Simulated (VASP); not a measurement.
# LiH in VASP: notebook

The runs below take LiH through single point, with HSE06.

Program: VASP 6.6.1. These are calculated values, not measurements. Logs are shortened: lines on timing, memory, paths and dates and some standing lists are left out, and cuts for length are marked.

## (1) The cell of the first run

It takes space group Pm-3m (No. 221, cubic). Conventional cell: a = 2.564 Å, b = 2.564 Å, c = 2.564 Å, α = 90.00°, β = 90.00°, γ = 90.00°. Li (site symmetry m-3m) has 8 H at 2.22 Å and 6 Li at 2.56 Å within 2.9 Å. Within 2.9 Å of H (site symmetry m-3m) lie 8 Li at 2.22 Å and 6 H at 2.56 Å.

## (2) Single point, HSE06 (strain +2.5%)

POSCAR reads:

```
LiH
1.0
    2.5644503454      0.0000000000      0.0000000000
    0.0000000000      2.5644503454      0.0000000000
    0.0000000000      0.0000000000      2.5644503454
Li H
1 1
Direct
    0.0000000000      0.0000000000      0.0000000000
    0.5000000000      0.5000000000      0.5000000000
```

INCAR.step1 reads:

```
SYSTEM = LiH
ALGO = Normal
EDIFF = 1E-5
ENCUT = 520
GGA = PE
ISIF = 2
ISMEAR = 0
LASPH = .True.
LCHARG = .False.
LREAL = .False.
LWAVE = .True.
NBANDS = 9
NELM = 80
PREC = Accurate
SIGMA = 0.01
```

INCAR.step2 reads:

```
SYSTEM = LiH
ALGO = Normal
EDIFF = 1E-6
ENCUT = 520
GGA = PE
HFSCREEN = 0.2079
ISIF = 2
ISMEAR = 0
ISTART = 1
LASPH = .True.
LCHARG = .False.
LHFCALC = .True.
LREAL = .False.
LWAVE = .False.
NBANDS = 9
NELM = 80
PREC = Accurate
PRECFOCK = Normal
SIGMA = 0.01
```

KPOINTS reads:

```
k-points
0
Gamma
  8 8 8
  0 0 0
```

Potentials or basis: VASP PAW PBE potentials, release 64 (Li_sv, H).

Command:

```
$ cat potpaw_PBE.64/Li_sv/POTCAR potpaw_PBE.64/H/POTCAR > POTCAR
$ cp INCAR.step1 INCAR
$ mpirun -np 1 vasp_std > vasp.out
$ cp INCAR.step2 INCAR
$ mpirun -np 1 vasp_std > vasp.out
```

OUTCAR:

```text
SYSTEM = LiH
   EDIFF = 1E-6
   ENCUT = 520
   GGA = PE
   HFSCREEN = 0.2079
   ISIF = 2
   ISMEAR = 0
   ISTART = 1
   LASPH = .True.
   LHFCALC = .True.
   LREAL = .False.
   NELM = 80
   PREC = Accurate
   PRECFOCK = Normal

 ion  position               nearest neighbor table
   1  0.000  0.000  0.000-
   2  0.500  0.500  0.500-

  LATTYP: Found a simple cubic cell.
 ALAT       =     2.5644503454

  Lattice vectors:

 A1 = (   2.5644503454,   0.0000000000,   0.0000000000)
 A2 = (   0.0000000000,   2.5644503454,   0.0000000000)
 A3 = (   0.0000000000,   0.0000000000,   2.5644503454)

Analysis of symmetry for initial positions (statically):
=====================================================================
 Subroutine PRICEL returns:
 Original cell was already a primitive cell.

 Routine SETGRP: Setting up the symmetry group for a
 simple cubic supercell.

 Subroutine GETGRP returns: Found 48 space group operations
 (whereof 48 operations were pure point group operations)
 out of a pool of 48 trial point group operations.

The static configuration has the point symmetry O_h .

Analysis of symmetry for dynamics (positions and initial velocities):
=====================================================================
 Subroutine PRICEL returns:
 Original cell was already a primitive cell.

 Routine SETGRP: Setting up the symmetry group for a
 simple cubic supercell.

 Subroutine GETGRP returns: Found 48 space group operations
 (whereof 48 operations were pure point group operations)
 out of a pool of 48 trial point group operations.

The dynamic configuration has the point symmetry O_h .

 Subroutine INISYM returns: Found 48 space group operations
 (whereof 48 operations are pure point group operations),
 and found     1 'primitive' translations

----------------------------------------------------------------------------------------

                                     Primitive cell

  volume of cell :      16.8649

  direct lattice vectors                    reciprocal lattice vectors
     2.564450345  0.000000000  0.000000000     0.389947110  0.000000000  0.000000000
     0.000000000  2.564450345  0.000000000     0.000000000  0.389947110  0.000000000
     0.000000000  0.000000000  2.564450345     0.000000000  0.000000000  0.389947110

  length of vectors
     2.564450345  2.564450345  2.564450345     0.389947110  0.389947110  0.389947110

  position of ions in fractional coordinates (direct lattice)
     0.000000000  0.000000000  0.000000000
     0.500000000  0.500000000  0.500000000

  ion indices of the primitive-cell ions
   primitive index   ion index
                 1           1
                 2           2

----------------------------------------------------------------------------------------

 KPOINTS: k-points

Automatic generation of k-mesh.
 Grid dimensions read from file:
 generate k-points for:    8    8    8

 Generating k-lattice:

  Cartesian coordinates                     Fractional coordinates (reciprocal lattice)
     0.048743389  0.000000000  0.000000000     0.125000000  0.000000000  0.000000000
     0.000000000  0.048743389  0.000000000     0.000000000  0.125000000  0.000000000
     0.000000000  0.000000000  0.048743389     0.000000000  0.000000000  0.125000000

  Length of vectors
     0.048743389  0.048743389  0.048743389

  Shift w.r.t. Gamma in fractional coordinates (k-lattice)
     0.000000000  0.000000000  0.000000000

 Subroutine IBZKPT returns following result:
 ===========================================

 Found     35 irreducible k-points:

 Following reciprocal coordinates:
            Coordinates               Weight
  0.000000  0.000000  0.000000      1.000000
  0.125000  0.000000  0.000000      6.000000
  0.250000  0.000000  0.000000      6.000000
  0.375000  0.000000  0.000000      6.000000
  0.500000  0.000000  0.000000      3.000000
  0.125000  0.125000  0.000000     12.000000
[... 16 lines left out ...]
  0.375000  0.375000  0.125000     24.000000
  0.500000  0.375000  0.125000     24.000000
 [... further k-points ...]
   k-points           NKPTS =     35   k-points in BZ     NKDIM =    512   number of bands    NBANDS=      9
   number of dos      NEDOS =    301   number of ions     NIONS =      2
   total plane-waves  NPLWV =   8000
   dimension x,y,z NGX =    20 NGY =   20 NGZ =   20
   dimension x,y,z NGXF=    40 NGYF=   40 NGZF=   40
   ions per type =               1   1
   NGX,Y,Z   is equivalent  to a cutoff of  12.97, 12.97, 12.97 a.u.
   NGXF,Y,Z  is equivalent  to a cutoff of  25.93, 25.93, 25.93 a.u.
 SYSTEM =  LiH
   PREC   = accura    normal or accurate (medium, high low for compatibility)
   ISTART =      1    job   : 0-new  1-cont  2-samecut
   ICHARG =      0    charge: 1-file 2-atom 10-const
   ISPIN  =      1    spin polarized calculation?
   LNONCOLLINEAR =      F non collinear calculations
   LSORBIT =      F    spin-orbit coupling
   LASPH  =      T    aspherical Exc in radial PAW
   ENCUT  =  520.0 eV  38.22 Ry    6.18 a.u.   4.77  4.77  4.77*2*pi/ulx,y,z
   NELM   =     80;   NELMIN=  2; NELMDL=  0     # of ELM steps
   EDIFF  = 0.1E-05   stopping-criterion for ELM
   LREAL  =      F    real-space projection
   EDIFFG = 0.1E-04   stopping-criterion for IOM
   NSW    =      0    number of steps for IOM
   IBRION =     -1    ionic relax: 0-MD 1-quasi-New 2-CG
   NFREE  =      0    steps in history (QN), initial steepest desc. (CG)
   ISIF   =      2    stress and relaxation
   ISYM   =      3    0-nonsym 1-usesym 2-fastsym
   POTIM  = 0.5000    time-step for ionic-motion
   TEBEG  =    0.0;   TEEND  =   0.0 temperature during run
   PSTRESS=    0.0 pullay stress
   NELECT =       4.0000    total number of electrons
   NUPDOWN=      -1.0000    fix difference up-down
   EMIN   =  10.00;   EMAX   =-10.00  energy-range for DOS
   EFERMI =   0.00;   METHOD = LEGACY
   ISMEAR =     0;   SIGMA  =   0.01  broadening in eV -4-tet -1-fermi 0-gaus
   EFERMI_NEDOS =   21; number of points for ismear=-14 and -15
   IALGO  =     38    algorithm
   IMIX   =      1    mixing-type and parameters
     AMIX     =   0.40;   BMIX     =  1.00
     AMIX_MAG =   1.60;   BMIX_MAG =  1.00
  volume/ion in A,a.u.               =       8.43        56.90
  Fermi-wavevector in a.u.,A,eV,Ry     =   1.013368  1.914988 13.972024  1.026915
  Thomas-Fermi vector in A             =   2.146533
   LORBIT       =      0    0 simple, 1 ext, 2 COOP (PROOUT), +10 PAW based schemes
   GGA     = PE    functional components
   LHFCALC =     T    Hartree Fock is set to
   PRECFOCK=normal    Normal, Fast or Accurate (Low or Medium for compatibility)
   ENCUT4O =  -1.0   cutoff for four orbital integrals eV
   NKREDX  =     1    reduce k-point grid by
   NKREDY  =     1    reduce k-point grid by
   NKREDZ  =     1    reduce k-point grid by
   AEXX    =    0.2500 exact exchange contribution
   HFSCREEN=    0.2079 screening length (either q_TF or 0.3 A-1)
   HFSCREENC=   0.2079 screening length for correlation (either q_TF or 0.3 A-1)
   ENCUTFOCK=  -1.0 apply spherical cutoff to Coloumb kernel
   IVDW    =     0    specifies the selected vdW correction
   LEPSILON=     F    determine dielectric tensor
   LRPA    =     F    only Hartree local field effects (RPA)
 non-spin polarized calculation
 Gauss-broadening in eV      SIGMA  =   0.01
  energy-cutoff  :      520.00
  volume of cell :       16.86
 maximum number of plane-waves:       468
 NGX is ok and might be reduce to    20
  NGX = 16; NGY = 16; NGZ = 16

 number of electron       4.0000002 magnetization

 Free energy of the ion-electron system (eV)
  ---------------------------------------------------
  ext. energy  EPLUGINS =         0.00000000
  ---------------------------------------------------
  free energy    TOTEN  =        -6.29044956 eV

  energy without entropy =       -6.29044956  energy(sigma->0) =       -6.29044956

 E-fermi :   2.9496     XC(G=0):  -7.0516

 val. band max:        2.6436269741   @ k =   0.5000   0.5000   0.5000
 cond. band min:       4.0855191224   @ k =   0.5000   0.0000   0.0000
 fundamental gap:      1.4418921483
 Fermi energy:         2.9495578598

 k-point     1 :       0.0000    0.0000    0.0000
  band No.  band energies     occupation
      1     -48.6775      2.00000
      2      -6.6219      2.00000
      3      15.3652      0.00000
      4      15.3652      0.00000
      5      15.3652      0.00000
      6      15.9036      0.00000
      7      18.3289      0.00000
      8      18.3289      0.00000
      9      34.4272      0.00000

 k-point     2 :       0.1250    0.0000    0.0000
  band No.  band energies     occupation
      1     -48.6710      2.00000
      2      -6.3585      2.00000
      3      11.8251      0.00000
      4      15.7050      0.00000
      5      15.7050      0.00000
      6      15.9835      0.00000
      7      18.6876      0.00000
      8      22.2525      0.00000
      9      32.2620      0.00000

 k-point     3 :       0.2500    0.0000    0.0000
  band No.  band energies     occupation
      1     -48.6552      2.00000
      2      -5.6193      2.00000
      3       8.0550      0.00000
      4      15.5327      0.00000
      5      16.7063      0.00000
      6      16.7063      0.00000
      7      19.7602      0.00000
      8      27.7437      0.00000
      9      28.3919      0.00000

 k-point     4 :       0.3750    0.0000    0.0000
  band No.  band energies     occupation
      1     -48.6394      2.00000
      2      -4.6433      2.00000
      3       5.2344      0.00000
      4      15.0786      0.00000
      5      18.2592      0.00000
      6      18.2592      0.00000
      7      21.5255      0.00000
      8      24.9023      0.00000
      9      24.9023      0.00000
[... 205 lines left out ...]
 k-point    22 :       0.5000    0.2500    0.1250
  band No.  band energies     occupation
      1     -48.6093      2.00000
      2      -2.3689      2.00000
      3       4.7538      0.00000
      4      10.1369      0.00000
      5      14.1144      0.00000
      6      18.0779      0.00000
      7      20.5415      0.00000
      8      27.1918      0.00000
      9      28.0826      0.00000

 k-point    23 :       0.3750    0.3750    0.1250
  band No.  band energies     occupation
      1     -48.6020      2.00000
      2      -1.6857      2.00000
      3       6.1966      0.00000
      4       7.2342      0.00000
      5      12.9393      0.00000
      6      18.7808      0.00000
      7      22.1085      0.00000
      8      23.6942      0.00000
      9      27.5812      0.00000

 k-point    24 :       0.5000    0.3750    0.1250
  band No.  band energies     occupation
      1     -48.5965      2.00000
      2      -0.8430      2.00000
      3       5.2242      0.00000
      4       7.0640      0.00000
      5      12.5245      0.00000
      6      19.2614      0.00000
      7      21.5665      0.00000
      8      24.7874      0.00000
      9      25.1482      0.00000

 [... further k-points ...]

------------------------ aborting loop because EDIFF is reached ----------------------------------------

  FORCE on cell =-STRESS in cart. coord.  units (eV):
  Direction    XX          YY          ZZ          XY          YZ          ZX
  --------------------------------------------------------------------------------------
  -------------------------------------------------------------------------------------
  Total       -0.2960423     -0.2960423     -0.2960423      0.0000000      0.0000000     -0.0000000
  in kB      -28.1242801    -28.1242801    -28.1242801      0.0000000      0.0000000     -0.0000000
  external PRESSURE =     -28.1242801 kB  Pullay stress =       0.0000000 kB

 VOLUME and BASIS-vectors are now :
 -----------------------------------------------------------------------------
  energy-cutoff  :      520.00
  volume of cell :       16.86
      direct lattice vectors                 reciprocal lattice vectors
     2.564450345  0.000000000  0.000000000     0.389947110  0.000000000  0.000000000
     0.000000000  2.564450345  0.000000000     0.000000000  0.389947110  0.000000000
     0.000000000  0.000000000  2.564450345     0.000000000  0.000000000  0.389947110

 POSITION                                       TOTAL-FORCE (eV/Angst)
 -----------------------------------------------------------------------------------
      0.00000      0.00000      0.00000         0.000000      0.000000      0.000000
      1.28223      1.28223      1.28223         0.000000      0.000000      0.000000
 -----------------------------------------------------------------------------------
    total drift:                               -0.000000     -0.000000     -0.000000

  FREE ENERGIE OF THE ION-ELECTRON SYSTEM (eV)
  ---------------------------------------------------
  free  energy   TOTEN  =        -6.2904495630 eV

  energy  without entropy=       -6.2904495630  energy(sigma->0) =       -6.29044956
```

Wall time 2.9 min (1 thread of Intel Xeon Platinum 8124M at 3.00GHz (Skylake/Cascade Lake), shared host); peak memory 0.23 GiB.

What came out:

| Item | Value |
| --- | --- |
| Free energy | -6.2904 eV |
| Band gap on the k mesh | 1.44 eV, indirect (least direct gap 5.19 eV) |

Levels at points of the mesh, in eV from the valence-band top:
| k point | band 1 | band 2 | band 3 | band 4 | band 5 |
| --- | --- | --- | --- | --- | --- |
| (0.00, 0.00, 0.00) | -51.32 | -9.27 | 12.72 | 12.72 | 12.72 |
| (0.50, 0.00, 0.00) | -51.28 | -6.75 | 1.44 | 12.25 | 16.84 |
| (0.50, 0.50, 0.00) | -51.24 | -2.74 | 2.44 | 2.44 | 9.71 |
| (0.50, 0.50, 0.50) | -51.21 | 0.00 | 7.31 | 7.31 | 7.31 |

Caveat: the cell differs from its parent crystal (strain +2.5%); the cutoff is under 1.25 times the usual one of these potentials, so pressure, stress and relaxed cells hold a basis-set (Pulay) error; the PAW data sets were made with another functional, which shifts forces and pressure a little.

## (3) Single point, HSE06 (strain along [111] +1.6%)

POSCAR reads:

```
LiH
1.0
    2.5152510574      0.0135923457      0.0135923457
    0.0135923457      2.5152510574      0.0135923457
    0.0135923457      0.0135923457      2.5152510574
Li H
1 1
Direct
    0.0000000000      0.0000000000      0.0000000000
    0.5000000000      0.5000000000      0.5000000000
```

INCAR.step1 reads:

```
PREC     = Accurate       # precision mode
ENCUT    = 520            # plane-wave cutoff, eV
EDIFF    = 1E-5           # SCF threshold, eV
ISMEAR   = 0              # smearing method
SIGMA    = 0.01           # smearing width, eV
LREAL    = F              # projectors in reciprocal space
LASPH    = T              # aspherical terms in the spheres
NELM     = 80             # most SCF steps
ALGO     = Normal         # electronic algorithm
ISIF     = 2              # what is computed and relaxed
LWAVE    = T              # write WAVECAR
LCHARG   = F              # write CHGCAR
GGA      = PE             # functional
NBANDS   = 9              # bands
```

INCAR.step2 reads:

```
PREC     = Accurate       # precision mode
ENCUT    = 520            # plane-wave cutoff, eV
EDIFF    = 1E-6           # SCF threshold, eV
ISMEAR   = 0              # smearing method
SIGMA    = 0.01           # smearing width, eV
LREAL    = F              # projectors in reciprocal space
LASPH    = T              # aspherical terms in the spheres
NELM     = 80             # most SCF steps
ALGO     = Normal         # electronic algorithm
ISIF     = 2              # what is computed and relaxed
LWAVE    = F              # write WAVECAR
LCHARG   = F              # write CHGCAR
GGA      = PE             # functional
LHFCALC  = T              # exact exchange
HFSCREEN = 0.2079         # screening, 1/A
PRECFOCK = Normal       
ISTART   = 1            
NBANDS   = 9              # bands
```

KPOINTS reads:

```
Automatic mesh
0
Gamma
  8 8 8
```

Potentials or basis: VASP PAW PBE potentials, release 64 (Li_sv, H).

Command:

```
$ cat potpaw_PBE.64/Li_sv/POTCAR potpaw_PBE.64/H/POTCAR > POTCAR
$ cp INCAR.step1 INCAR
$ mpirun -np 1 vasp_std > vasp.out
$ cp INCAR.step2 INCAR
$ mpirun -np 1 vasp_std > vasp.out
```

Run time: 5.5 min. Hardware: 1 thread of Intel Xeon Platinum 8124M at 3.00GHz (Skylake/Cascade Lake), shared host; peak memory 0.24 GiB.

Results (log left out):

```yaml
Free_energy: -6.3012 eV
Band_gap_on_the_k_mesh: 1.44 eV, indirect (least direct gap 5.14 eV)
```

Levels at points of the mesh, in eV from the valence-band top:
```tsv
k point	band 1	band 2	band 3	band 4	band 5	band 6
(0.00, 0.00, 0.00)	-51.42	-9.67	13.02	13.02	13.13	13.93
(0.50, 0.00, 0.00)	-51.37	-7.13	1.44	12.70	17.31	17.40
(0.50, 0.50, 0.00)	-51.32	-2.90	2.24	2.46	10.10	20.55
(0.50, 0.50, 0.50)	-51.28	0.00	7.24	7.54	7.54	9.45
```

Caveat: the cell differs from its parent crystal (strain along [111] +1.6%); the cutoff is under 1.25 times the usual one of these potentials, so pressure, stress and relaxed cells hold a basis-set (Pulay) error; the PAW data sets were made with another functional, which shifts forces and pressure a little. A k mesh can miss the band edges.
